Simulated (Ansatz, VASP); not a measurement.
Two plane-wave programs on Os

```
Os
1.0
    -1.53095    1.53095    1.53095
     1.53095   -1.53095    1.53095
     1.53095    1.53095   -1.53095
Os
1
Direct
  0.00000 0.00000 0.00000
```

Alike in both runs: task single point; functional PBEsol; k mesh 6 × 6 × 6; occupations gaussian, width 0.1 eV; no spin polarisation.

```csv
,VASP,Ansatz
version,VASP 6.6.1,Ansatz 0.2.0
potentials or method,"VASP PAW PBE potentials, release 64 (Os), cutoff 600 eV","scalar-relativistic, plane waves, PAW"
valence electrons in the cell,8,16
```

```tsv
	VASP	Ansatz	Ansatz less VASP
gap on the k mesh at the Fermi level (eV)	none	none	-
pressure (GPa)	1.9	1.3	-0.63
```

VASP's potentials were made for PBE, not for PBEsol, and Ansatz warns of the same on its side. A gap of «none» marks a metal or a gap that the smearing closes. The functional is the same, so the differences come from potentials, cutoffs and numerics. VASP's potentials hold 8 valence electrons a cell and Ansatz's 16, so a difference there can come from the potentials and not from the codes.

The k mesh is coarse, so the values compare programs but aren't converged. Neither program's run includes spin-orbit coupling.
